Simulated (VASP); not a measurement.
Runs of VASP 6.6.1 on C. The structure is that of space group Fmmm (No. 69), or close to it. The cells are those of the table. 

| cell | gap on the mesh (eV) | pressure (GPa) | largest force (eV/Å) |
| --- | --- | --- | --- |
| a = 3.805, b = 3.507, c = 2.088 Å, angles 81.4, 65.7, 32.9°, 2 atoms | (a) | (d) | 0.01 |
| a = 3.924, b = 3.551, c = 2.364 Å, angles 80.4, 63.1, 36.4°, 2 atoms | (b) | 39.7 | 0.02 |
| a = 4.123, b = 3.625, c = 2.778 Å, angles 79.0, 59.6, 41.4°, 2 atoms | - | -59.6 | 0.01 |
| a = 3.883, b = 3.535, c = 2.272 Å, angles 80.8, 64.0, 35.3°, 2 atoms | 0.72 | 94.1 | 0.02 |
| a = 4.146, b = 3.634, c = 2.824 Å, angles 78.8, 59.3, 41.9°, 2 atoms | none | (c) | - |
| a = 3.844, b = 3.521, c = 2.180 Å, angles 81.1, 64.8, 34.1°, 2 atoms | 0.92 | 170.0 | 0.02 |
| a = 4.100, b = 3.616, c = 2.732 Å, angles 79.1, 60.0, 40.9°, 2 atoms | none | -55.8 | 0.02 |
| a = 4.054, b = 3.599, c = 2.640 Å, angles 79.4, 60.8, 39.8°, 2 atoms | 0.11 | -44.1 | 0.03 |
| a = 4.010, b = 3.582, c = 2.548 Å, angles 79.8, 61.5, 38.7°, 2 atoms | 0.23 | -25.8 | 0.03 |

Alike in all rows: task single point; level r2SCAN; potentials or basis VASP PAW PBE potentials, release 64 (C); no spin polarisation; k mesh 14 × 14 × 14; cutoff (eV) 520; smearing gaussian 0.05 eV.

**Question.** Estimate the missing entries.

**Answer.** (a) 1.14; (b) 0.54; (c) -62.5; (d) 275.4.

Caveats: the PAW data sets were made with another functional, which shifts forces and pressure a little.

A k mesh can miss the band edges.

A gap of «none» marks levels without a gap at the run's occupations.
